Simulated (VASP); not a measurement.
Runs of VASP 6.6.1 on SbPt. The structure is that of space group P6_3/mmc (No. 194), or close to it. The cells are those of the table. 

| task | cell | gap on the mesh (eV) | pressure (GPa) |
| --- | --- | --- | --- |
| electric field gradients | a = 4.102, b = 4.102, c = 5.435 Å, angles 90.0, 90.0, 120.0°, 4 atoms | none | 3.4 |
| single point | a = 4.144, b = 4.144, c = 5.490 Å, angles 90.0, 90.0, 120.0°, 4 atoms | none | -1.3 |
| electric field gradients | a = 4.144, b = 4.144, c = 5.490 Å, angles 90.0, 90.0, 120.0°, 4 atoms | none | -1.3 |
| single point | a = 4.130, b = 4.130, c = 5.363 Å, angles 90.0, 90.0, 120.0°, 4 atoms | none | (a) |
| single point | a = 4.184, b = 4.184, c = 5.544 Å, angles 90.0, 90.0, 120.0°, 4 atoms | none | -5.2 |
| electric field gradients | a = 4.211, b = 4.211, c = 5.579 Å, angles 90.0, 90.0, 120.0°, 4 atoms | none | -7.5 |
| single point | a = 4.047, b = 4.047, c = 5.472 Å, angles 90.0, 90.0, 120.0°, 4 atoms | none | 6.7 |
| single point | a = 4.046, b = 4.046, c = 5.360 Å, angles 90.0, 90.0, 120.0°, 4 atoms | none | (b) |

Alike in all rows: level LDA; potentials or basis VASP PAW LDA potentials, release 64 (Sb, Pt); no spin polarisation; k mesh 11 × 11 × 8; cutoff (eV) 520; smearing fermi-dirac 0.08 eV.

Task: Fill in the values left out.

Result: (a) 3.7; (b) 11.1.

Caveats: spin-orbit coupling is left out, which moves the levels of the heavy elements.

A k mesh can miss the band edges, and the runs leave out spin-orbit coupling on Pt, Sb.

A gap of «none» marks levels without a gap at the run's occupations.
